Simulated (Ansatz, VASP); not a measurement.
# Cd2TeO3 in VASP and in Ansatz

```
Cd Te O
1.0
     5.76342    0.00000    0.00000
    -2.88171    4.99126    0.00000
     0.00000    0.00000    3.18054
Cd Te O
2 1 3
Direct
  0.33333 0.66667 0.50000
  0.66667 0.33333 0.50000
  0.00000 0.00000 0.00000
  0.50000 0.00000 0.00000
  0.00000 0.50000 0.00000
  0.50000 0.50000 0.00000
```

Alike in both runs: functional PBE; k mesh 6 × 6 × 6; occupations gaussian, width 0.1 eV; no spin polarisation.

Ansatz relaxed the structure, and its values are those at the end. VASP's run is a single point on that final structure, the one shown.

|  | VASP | Ansatz |
| --- | --- | --- |
| version | VASP 6.6.1 | Ansatz 0.2.0 |
| potentials or method | VASP PAW PBE potentials, release 64 (Cd, Te, O), cutoff 520 eV | scalar-relativistic, plane waves, PAW |
| valence electrons in the cell | 48 | 74 |

```tsv
	VASP	Ansatz	Ansatz less VASP
gap on the k mesh at the Fermi level (eV)	none	none	-
pressure (GPa)	1.0	0.0	-0.97
```

A gap of «none» marks a metal or a gap that the smearing closes. VASP's potentials hold 48 valence electrons a cell and Ansatz's 74, so a difference there can come from the potentials and not from the codes.

Neither program's run includes spin-orbit coupling.
